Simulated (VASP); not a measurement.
# LiCl (km) (Fm-3m) in VASP: single point with PBEsol

Aim: the single point of LiCl (km) with PBEsol.

Program: VASP 6.6.1. These are calculated values, not measurements. Logs are shortened: lines on timing, memory, paths and dates and some standing lists are left out, and cuts for length are marked.

### 1 The cell of the first run

It takes space group Fm-3m (No. 225, cubic). Conventional cell: a = 5.065 Å, b = 5.065 Å, c = 5.065 Å, α = 90.00°, β = 90.00°, γ = 90.00°. Li (site symmetry m-3m) has 6 Cl at 2.53 Å within 3.3 Å. Within 3.3 Å of Cl (site symmetry m-3m) lie 6 Li at 2.53 Å.

### 2 Single point, PBEsol

INCAR reads:

```
SYSTEM = LiCl
ALGO = Normal ; EDIFF = 1E-6
ENCUT = 750 ; GGA = PS
GGA_COMPAT = .False. ; ISIF = 2
ISMEAR = 0 ; LASPH = .True.
LCHARG = .False. ; LREAL = .False.
LWAVE = .False. ; NBANDS = 12
NELM = 120 ; PREC = Accurate
SIGMA = 0.02
```

KPOINTS reads:

```
k-points
0
Gamma
  6 6 6
  0 0 0
```

POSCAR reads:

```
LiCl
1.0
    0.0000000000      2.5323696938      2.5323696938
    2.5323696938      0.0000000000      2.5323696938
    2.5323696938      2.5323696938      0.0000000000
Li Cl
1 1
Direct
    0.0000000000      0.0000000000      0.0000000000
    0.5000000000      0.5000000000      0.5000000000
```

Potentials or basis: VASP PAW PBE potentials, release 64 (Li_sv, Cl).

The run is started by

```sh
$ cat potpaw_PBE.64/Li_sv/POTCAR potpaw_PBE.64/Cl/POTCAR > POTCAR
$ mpirun -np 1 vasp_std > vasp.out
```

OUTCAR:

```text
SYSTEM = LiCl
   EDIFF = 1E-6
   ENCUT = 750
   GGA = PS
   ISIF = 2
   ISMEAR = 0
   LASPH = .True.
   LREAL = .False.
   NELM = 120
   PREC = Accurate

 ion  position               nearest neighbor table
   1  0.000  0.000  0.000-   2 2.53   2 2.53   2 2.53   2 2.53   2 2.53   2 2.53
   2  0.500  0.500  0.500-   1 2.53   1 2.53   1 2.53   1 2.53   1 2.53   1 2.53

  LATTYP: Found a face centered cubic cell.
 ALAT       =     5.0647393876

  Lattice vectors:

 A1 = (   0.0000000000,   2.5323696938,   2.5323696938)
 A2 = (   2.5323696938,   0.0000000000,   2.5323696938)
 A3 = (   2.5323696938,   2.5323696938,   0.0000000000)

Analysis of symmetry for initial positions (statically):
=====================================================================
 Subroutine PRICEL returns:
 Original cell was already a primitive cell.

 Routine SETGRP: Setting up the symmetry group for a
 face centered cubic supercell.

 Subroutine GETGRP returns: Found 48 space group operations
[... 9 lines left out ...]

 Routine SETGRP: Setting up the symmetry group for a
 face centered cubic supercell.

 Subroutine GETGRP returns: Found 48 space group operations
[... 11 lines left out ...]
                                     Primitive cell

  volume of cell :      32.4796

  direct lattice vectors                    reciprocal lattice vectors
     0.000000000  2.532369694  2.532369694    -0.197443525  0.197443525  0.197443525
     2.532369694  0.000000000  2.532369694     0.197443525 -0.197443525  0.197443525
     2.532369694  2.532369694  0.000000000     0.197443525  0.197443525 -0.197443525

  length of vectors
     3.581311566  3.581311566  3.581311566     0.341982218  0.341982218  0.341982218

  position of ions in fractional coordinates (direct lattice)
     0.000000000  0.000000000  0.000000000
     0.500000000  0.500000000  0.500000000

  ion indices of the primitive-cell ions
   primitive index   ion index
                 1           1
                 2           2

----------------------------------------------------------------------------------------

 KPOINTS: k-points

Automatic generation of k-mesh.
 Grid dimensions read from file:
 generate k-points for:    6    6    6

 Generating k-lattice:

  Cartesian coordinates                     Fractional coordinates (reciprocal lattice)
    -0.032907254  0.032907254  0.032907254     0.166666667  0.000000000  0.000000000
     0.032907254 -0.032907254  0.032907254     0.000000000  0.166666667  0.000000000
     0.032907254  0.032907254 -0.032907254     0.000000000  0.000000000  0.166666667

  Length of vectors
     0.056997036  0.056997036  0.056997036

  Shift w.r.t. Gamma in fractional coordinates (k-lattice)
     0.000000000  0.000000000  0.000000000

 Subroutine IBZKPT returns following result:
 ===========================================

 Found     16 irreducible k-points:

 Following reciprocal coordinates:
            Coordinates               Weight
  0.000000  0.000000  0.000000      1.000000
  0.166667  0.000000  0.000000      8.000000
  0.333333  0.000000  0.000000      8.000000
  0.500000  0.000000  0.000000      4.000000
  0.166667  0.166667  0.000000      6.000000
  0.333333  0.166667  0.000000     24.000000
[... 8 lines left out ...]
 -0.333333  0.333333  0.166667     24.000000
 -0.333333  0.500000  0.166667     12.000000
   k-points           NKPTS =     16   k-points in BZ     NKDIM =     16   number of bands    NBANDS=     12
   number of dos      NEDOS =    301   number of ions     NIONS =      2
   total plane-waves  NPLWV =  32768
   dimension x,y,z NGX =    32 NGY =   32 NGZ =   32
   dimension x,y,z NGXF=    64 NGYF=   64 NGZF=   64
   ions per type =               1   1
   NGX,Y,Z   is equivalent  to a cutoff of  14.85, 14.85, 14.85 a.u.
   NGXF,Y,Z  is equivalent  to a cutoff of  29.71, 29.71, 29.71 a.u.
 SYSTEM =  LiCl
   PREC   = accura    normal or accurate (medium, high low for compatibility)
   ISTART =      0    job   : 0-new  1-cont  2-samecut
   ICHARG =      2    charge: 1-file 2-atom 10-const
   ISPIN  =      1    spin polarized calculation?
   LNONCOLLINEAR =      F non collinear calculations
   LSORBIT =      F    spin-orbit coupling
   LASPH  =      T    aspherical Exc in radial PAW
   ENCUT  =  750.0 eV  55.12 Ry    7.42 a.u.   8.00  8.00  8.00*2*pi/ulx,y,z
   NELM   =    120;   NELMIN=  2; NELMDL= -5     # of ELM steps
   EDIFF  = 0.1E-05   stopping-criterion for ELM
   LREAL  =      F    real-space projection
   EDIFFG = 0.1E-04   stopping-criterion for IOM
   NSW    =      0    number of steps for IOM
   IBRION =     -1    ionic relax: 0-MD 1-quasi-New 2-CG
   NFREE  =      0    steps in history (QN), initial steepest desc. (CG)
   ISIF   =      2    stress and relaxation
   ISYM   =      2    0-nonsym 1-usesym 2-fastsym
   POTIM  = 0.5000    time-step for ionic-motion
   TEBEG  =    0.0;   TEEND  =   0.0 temperature during run
   PSTRESS=    0.0 pullay stress
   NELECT =      10.0000    total number of electrons
   NUPDOWN=      -1.0000    fix difference up-down
   EMIN   =  10.00;   EMAX   =-10.00  energy-range for DOS
   EFERMI =   0.00;   METHOD = LEGACY
   ISMEAR =     0;   SIGMA  =   0.02  broadening in eV -4-tet -1-fermi 0-gaus
   EFERMI_NEDOS =   21; number of points for ismear=-14 and -15
   IALGO  =     38    algorithm
   IMIX   =      4    mixing-type and parameters
     AMIX     =   0.40;   BMIX     =  1.00
     AMIX_MAG =   1.60;   BMIX_MAG =  1.00
  volume/ion in A,a.u.               =      16.24       109.59
  Fermi-wavevector in a.u.,A,eV,Ry     =   1.105446  2.088991 16.626482  1.222012
  Thomas-Fermi vector in A             =   2.241934
   LORBIT       =      0    0 simple, 1 ext, 2 COOP (PROOUT), +10 PAW based schemes
   GGA     = PS    functional components
   LHFCALC =     F    Hartree Fock is set to
   AEXX    =    0.0000 exact exchange contribution
   IVDW    =     0    specifies the selected vdW correction
   LEPSILON=     F    determine dielectric tensor
   LRPA    =     F    only Hartree local field effects (RPA)
 non-spin polarized calculation
 Gauss-broadening in eV      SIGMA  =   0.02
  energy-cutoff  :      750.00
  volume of cell :       32.48
 maximum number of plane-waves:      1527
   NGX = 15   NGY = 15   NGZ = 15

 number of electron      10.0000000 magnetization

 Free energy of the ion-electron system (eV)
  ---------------------------------------------------
  ext. energy  EPLUGINS =         0.00000000
  ---------------------------------------------------
  free energy    TOTEN  =        -7.63771526 eV

  energy without entropy =       -7.63771526  energy(sigma->0) =       -7.63771526

 E-fermi :   1.0621     XC(G=0):  -9.0778

 val. band max:        0.8270698391   @ k =   0.0000   0.0000   0.0000
 cond. band min:       7.1773684383   @ k =   0.0000   0.0000   0.0000
 fundamental gap:      6.3502985992
 Fermi energy:         1.0621099480

 k-point     1 :       0.0000    0.0000    0.0000
  band No.  band energies     occupation
      1     -41.9158      2.00000
      2     -12.7063      2.00000
      3       0.8271      2.00000
      4       0.8271      2.00000
      5       0.8271      2.00000
      6       7.1774      0.00000
      7      12.6689      0.00000
      8      12.6689      0.00000
      9      12.6689      0.00000
     10      15.4647      0.00000
     11      15.4652      0.00000
     12      15.4973      0.00000

 k-point     2 :       0.1667    0.0000    0.0000
  band No.  band energies     occupation
      1     -41.9149      2.00000
      2     -12.5623      2.00000
      3      -0.1034      2.00000
      4       0.7510      2.00000
      5       0.7510      2.00000
      6       7.8646      0.00000
      7      11.6570      0.00000
      8      12.2830      0.00000
      9      12.2830      0.00000
     10      14.0044      0.00000
     11      14.0044      0.00000
     12      16.0916      0.00000

 k-point     3 :       0.3333    0.0000    0.0000
  band No.  band energies     occupation
      1     -41.9130      2.00000
      2     -12.2464      2.00000
      3      -1.5694      2.00000
      4       0.6117      2.00000
      5       0.6117      2.00000
      6       7.7717      0.00000
      7      10.7932      0.00000
      8      10.7932      0.00000
      9      12.6610      0.00000
     10      15.9557      0.00000
     11      15.9557      0.00000
     12      16.9115      0.00000

 k-point     4 :       0.5000    0.0000    0.0000
  band No.  band energies     occupation
      1     -41.9121      2.00000
      2     -12.0713      2.00000
      3      -2.2081      2.00000
      4       0.5478      2.00000
      5       0.5478      2.00000
      6       7.4255      0.00000
      7      10.2352      0.00000
      8      10.2352      0.00000
      9      14.0382      0.00000
     10      17.7715      0.00000
     11      18.1295      0.00000
     12      18.1295      0.00000

 k-point     5 :       0.1667    0.1667    0.0000
  band No.  band energies     occupation
      1     -41.9146      2.00000
      2     -12.5113      2.00000
      3      -0.0226      2.00000
      4       0.4914      2.00000
      5       0.4914      2.00000
      6       8.4204      0.00000
      7      11.1052      0.00000
      8      11.5091      0.00000
      9      12.9331      0.00000
     10      12.9331      0.00000
     11      15.9863      0.00000
     12      17.0546      0.00000

 k-point     6 :       0.3333    0.1667    0.0000
  band No.  band energies     occupation
      1     -41.9131      2.00000
      2     -12.2430      2.00000
      3      -1.1764      2.00000
      4       0.2332      2.00000
      5       0.2681      2.00000
      6       8.9878      0.00000
      7      10.3756      0.00000
      8      10.9369      0.00000
      9      12.2557      0.00000
     10      14.2989      0.00000
     11      16.9305      0.00000
     12      18.1855      0.00000

 k-point     7 :       0.5000    0.1667    0.0000
  band No.  band energies     occupation
      1     -41.9119      2.00000
      2     -12.0062      2.00000
      3      -1.9898      2.00000
      4      -0.1543      2.00000
      5       0.2857      2.00000
      6       8.4577      0.00000
      7      10.1237      0.00000
      8      11.1258      0.00000
      9      12.7983      0.00000
     10      16.1611      0.00000
     11      18.3453      0.00000
     12      19.3827      0.00000

 k-point     8 :      -0.3333    0.1667    0.0000
  band No.  band energies     occupation
      1     -41.9122      2.00000
      2     -12.0689      2.00000
      3      -1.7567      2.00000
      4      -0.3127      2.00000
      5       0.5265      2.00000
      6       8.5075      0.00000
      7      10.5961      0.00000
      8      10.7715      0.00000
      9      12.5390      0.00000
     10      15.7858      0.00000
     11      17.7518      0.00000
     12      18.6109      0.00000
[... 46 lines left out ...]
 k-point    12 :      -0.3333    0.3333    0.0000
  band No.  band energies     occupation
      1     -41.9113      2.00000
      2     -11.8734      2.00000
      3      -1.5512      2.00000
      4      -1.3737      2.00000
      5       0.1201      2.00000
      6       8.8439      0.00000
      7      11.4925      0.00000
      8      11.8009      0.00000
      9      11.8465      0.00000
     10      15.4354      0.00000
     11      16.9800      0.00000
     12      19.4630      0.00000

 k-point    13 :       0.5000    0.5000    0.0000
  band No.  band energies     occupation
      1     -41.9110      2.00000
      2     -11.7928      2.00000
      3      -2.3132      2.00000
      4      -0.3706      2.00000
      5      -0.3706      2.00000
      6       8.6655      0.00000
      7       8.8575      0.00000
      8      13.4261      0.00000
      9      15.1085      0.00000
     10      15.1085      0.00000
     11      18.0311      0.00000
     12      19.6555      0.00000

 k-point    14 :       0.5000    0.3333    0.1667
  band No.  band energies     occupation
      1     -41.9119      2.00000
      2     -12.0026      2.00000
      3      -1.5897      2.00000
      4      -0.6615      2.00000
      5       0.1440      2.00000
      6       9.8476      0.00000
      7      10.1574      0.00000
      8      10.3832      0.00000
      9      12.7805      0.00000
     10      14.9160      0.00000
     11      18.8042      0.00000
     12      19.3291      0.00000

 k-point    15 :      -0.3333    0.3333    0.1667
  band No.  band energies     occupation
      1     -41.9113      2.00000
      2     -11.8733      2.00000
      3      -1.7393      2.00000
      4      -1.0645      2.00000
      5      -0.0288      2.00000
      6       9.6668      0.00000
      7      10.1508      0.00000
      8      11.7859      0.00000
      9      12.0307      0.00000
     10      16.1057      0.00000
     11      17.0154      0.00000
     12      19.4872      0.00000

 k-point    16 :      -0.3333    0.5000    0.1667
  band No.  band energies     occupation
      1     -41.9110      2.00000
      2     -11.8005      2.00000
      3      -1.9233      2.00000
      4      -0.9780      2.00000
      5      -0.3349      2.00000
      6       9.5494      0.00000
      7      10.0846      0.00000
      8      12.2183      0.00000
      9      12.3195      0.00000
     10      15.9145      0.00000
     11      18.2143      0.00000
     12      19.6937      0.00000

------------------------ aborting loop because EDIFF is reached ----------------------------------------

  FORCE on cell =-STRESS in cart. coord.  units (eV):
  Direction    XX          YY          ZZ          XY          YZ          ZX
  --------------------------------------------------------------------------------------
  -------------------------------------------------------------------------------------
  Total       -0.0134159     -0.0134159     -0.0134159     -0.0000000      0.0000000      0.0000000
  in kB       -0.6617895     -0.6617895     -0.6617895     -0.0000000      0.0000000      0.0000000
  external PRESSURE =      -0.6617895 kB  Pullay stress =       0.0000000 kB

 VOLUME and BASIS-vectors are now :
 -----------------------------------------------------------------------------
  energy-cutoff  :      750.00
  volume of cell :       32.48
      direct lattice vectors                 reciprocal lattice vectors
     0.000000000  2.532369694  2.532369694    -0.197443525  0.197443525  0.197443525
     2.532369694  0.000000000  2.532369694     0.197443525 -0.197443525  0.197443525
     2.532369694  2.532369694  0.000000000     0.197443525  0.197443525 -0.197443525

 POSITION                                       TOTAL-FORCE (eV/Angst)
 -----------------------------------------------------------------------------------
      0.00000      0.00000      0.00000        -0.000000      0.000000     -0.000000
      2.53237      2.53237      2.53237         0.000000     -0.000000      0.000000
 -----------------------------------------------------------------------------------
    total drift:                               -0.000000     -0.000000      0.000000

  FREE ENERGIE OF THE ION-ELECTRON SYSTEM (eV)
  ---------------------------------------------------
  free  energy   TOTEN  =        -7.6377152648 eV

  energy  without entropy=       -7.6377152648  energy(sigma->0) =       -7.63771526
```

It took 16 s on 1 thread of Intel Xeon 8259CL, shared host; peak memory 0.17 GiB.

What came out:

| Property | Result |
| --- | --- |
| Free energy | -7.6377 eV |
| Pressure | -0.1 GPa |
| Band gap on the k mesh | 6.35 eV, direct |

Levels at points of the mesh, in eV from the valence-band top:
| k point | band 2 | band 3 | band 4 | band 5 | band 6 | band 7 | band 8 | band 9 |
| --- | --- | --- | --- | --- | --- | --- | --- | --- |
| (0.00, 0.00, 0.00) | -13.53 | 0.00 | 0.00 | 0.00 | 6.35 | 11.84 | 11.84 | 11.84 |
| (0.50, 0.00, 0.00) | -12.90 | -3.04 | -0.28 | -0.28 | 6.60 | 9.41 | 9.41 | 13.21 |
| (0.50, 0.50, 0.00) | -12.62 | -3.14 | -1.20 | -1.20 | 7.84 | 8.03 | 12.60 | 14.28 |

Caveat: the PAW data sets were made with another functional, which shifts forces and pressure a little.
